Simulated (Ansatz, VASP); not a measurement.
## MgS: VASP beside Ansatz

Contents of POSCAR:

```
MgS
1.0
    0.0000000000      2.8025680728      2.8025680728
    2.8025680728      0.0000000000      2.8025680728
    2.8025680728      2.8025680728      0.0000000000
Mg S
1 1
Direct
    0.0000000000      0.0000000000      0.0000000000
    0.2500000000      0.2500000000      0.2500000000
```

Contents of INCAR.step1:

```
SYSTEM = MgS
PREC = Accurate ; ENCUT = 520
EDIFF = 1E-5 ; ISMEAR = 0
SIGMA = 0.01 ; LREAL = .FALSE.
LASPH = .TRUE. ; NELM = 60
ALGO = Normal ; ISIF = 2
LWAVE = .TRUE. ; LCHARG = .FALSE.
GGA = PE ; NBANDS = 11
```

Contents of INCAR.step2:

```
SYSTEM = MgS
PREC = Accurate ; ENCUT = 520
EDIFF = 1E-6 ; ISMEAR = 0
SIGMA = 0.01 ; LREAL = .FALSE.
LASPH = .TRUE. ; NELM = 60
ALGO = Normal ; ISIF = 2
LWAVE = .FALSE. ; LCHARG = .FALSE.
GGA = PE ; LHFCALC = .TRUE.
HFSCREEN = 0.2079 ; PRECFOCK = Normal
ISTART = 1 ; NBANDS = 11
```

Contents of KPOINTS:

```
Automatic mesh
0
G
  6 6 6
  0 0 0
```

Input for Ansatz:

```yaml
crystal:
  lattice:
    - [0.0, 2.8025680728, 2.8025680728]
    - [2.8025680728, 0.0, 2.8025680728]
    - [2.8025680728, 2.8025680728, 0.0]
  atoms:
    - { symbol: Mg, position: [0.0, 0.0, 0.0] }
    - { symbol: S, position: [0.25, 0.25, 0.25] }
kpoints:
  mp_grid: { grid: [6, 6, 6] }
  band_path:
    path:
      - [0.0, 0.0, 0.0]
      - [-0.5, -0.5, 0.0]
      - [-0.375, -0.375, 0.25]
      - [-0.375, 0.0, 0.375]
      - [0.0, 0.0, 0.5]
      - [-0.5, -0.25, 0.25]
    npoints: 1
hamiltonian:
  xc: hse06
scf:
  occupations: { method: fixed }
  n_extra_bands: 4
output:
  forces: true
  stress: true
  eigenvalues: true
```

Change from the starting cell: hydrostatic strain -1.0%.

Alike in both runs: task single point; functional HSE06; k mesh 6 × 6 × 6; no spin polarisation.

|  | VASP | Ansatz |
| --- | --- | --- |
| version | VASP 6.6.1 | Ansatz 0.2.0 |
| potentials or method | VASP PAW PBE potentials, release 64 (Mg, S) | plane waves, PAW |
| plane-wave cutoff (eV) | 520 | 420 |
| occupations | gaussian, width 0.01 eV | fixed |
| valence electrons in the cell | 8 | 16 |

```tsv
	VASP	Ansatz	Ansatz less VASP
gap on the k mesh at the Fermi level (eV)	4.67	4.69	+0.016
pressure (GPa)	1.8	1.9	+0.17
```

VASP's potentials hold 8 valence electrons a cell and Ansatz's 16, so a difference there can come from the potentials and not from the codes. Ansatz's warnings: stress exchange threshold loose, stress scf threshold loose.
